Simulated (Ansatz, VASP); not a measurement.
## ScF5: VASP beside Ansatz

```
Sc F
1.0
     4.18084    0.00000    0.00000
     0.00000    4.18084    0.00000
     0.00000    0.00000    4.62891
Sc F
1 5
Direct
  0.50000 0.50000 0.00000
  0.00000 0.50000 0.00000
  0.50000 0.00000 0.00000
  0.00000 0.50000 0.50000
  0.50000 0.00000 0.50000
  0.00000 0.00000 0.00000
```

Alike in both runs: task single point; functional PBE; k mesh 4 × 4 × 4; occupations gaussian, width 0.1 eV; collinear spin.

```csv
,VASP,Ansatz
version,VASP 6.6.1,Ansatz 0.2.0
potentials or method,"VASP PAW PBE potentials, release 64 (Sc_sv, F), cutoff 520 eV","scalar-relativistic, plane waves, PAW"
valence electrons in the cell,46,46
```

VASP gave:

| Property | Result |
| --- | --- |
| gap on the k mesh at the Fermi level (eV) | none |
| pressure (GPa) | -0.8 |
| traceless stress, the component that is largest in VASP (GPa) | 2.12 |
| net moment per atom (μB) | 0.33 |
| size of the moment on the site where the two differ most (μB) | 0.40 |

What did Ansatz give for the same quantities?

gap on the k mesh at the Fermi level (eV): none; pressure (GPa): -0.7; traceless stress, the component that is largest in VASP (GPa): 2.43; net moment per atom (μB): 0.33; size of the moment on the site where the two differ most (μB): 0.44.

Site moments also hang on the region over which each program counts them. A gap of «none» marks a metal or a gap that the smearing closes.

The k mesh is coarse, so the values compare programs but aren't converged.
